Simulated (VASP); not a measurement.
A run of VASP 6.6.1:

INCAR

```
ALGO = Normal ; EDIFF = 1E-6
ENCUT = 520 ; GGA = PE
ISIF = 2 ; ISMEAR = 0
LASPH = T ; LCHARG = T
LELF = T ; LREAL = F
LVHAR = T ; LWAVE = F
NBANDS = 34 ; NELM = 60
PREC = Accurate ; SIGMA = 0.1
```

Contents of KPOINTS:

```
k-points
0
Gamma
  4 4 4
```

File POSCAR:

```
Na4F3
1.0
    4.2950090400      0.0000000000      0.0000000000
    0.0000000000      4.2950090400      0.0000000000
    0.0000000000      0.0000000000      4.2950090400
Na F
4 3
Direct
    0.3609275800      0.3609275800      0.3609275800
    0.6390724200      0.6390724200      0.3609275800
    0.6390724200      0.3609275800      0.6390724200
    0.3609275800      0.6390724200      0.6390724200
    0.0000000000      0.5000000000      0.5000000000
    0.5000000000      0.0000000000      0.5000000000
    0.5000000000      0.5000000000      0.0000000000
```

Potentials or basis: VASP PAW PBE potentials, release 64 (Na_pv, F).

Run with:

```bash
$ cat potpaw_PBE.64/Na_pv/POTCAR potpaw_PBE.64/F/POTCAR > POTCAR
$ mpirun -np 1 vasp_std > vasp.out
```

Hardware: 1 thread of AMD EPYC 7R43 64-Core Processor (Zen 3), with other jobs on the host.

Estimate the wall time of this run.

It took 29 s on 1 thread of AMD EPYC 7R43 64-Core Processor (Zen 3), on a shared host, peak memory 0.14 GiB. Counts: scf iterations 16, k points 10.
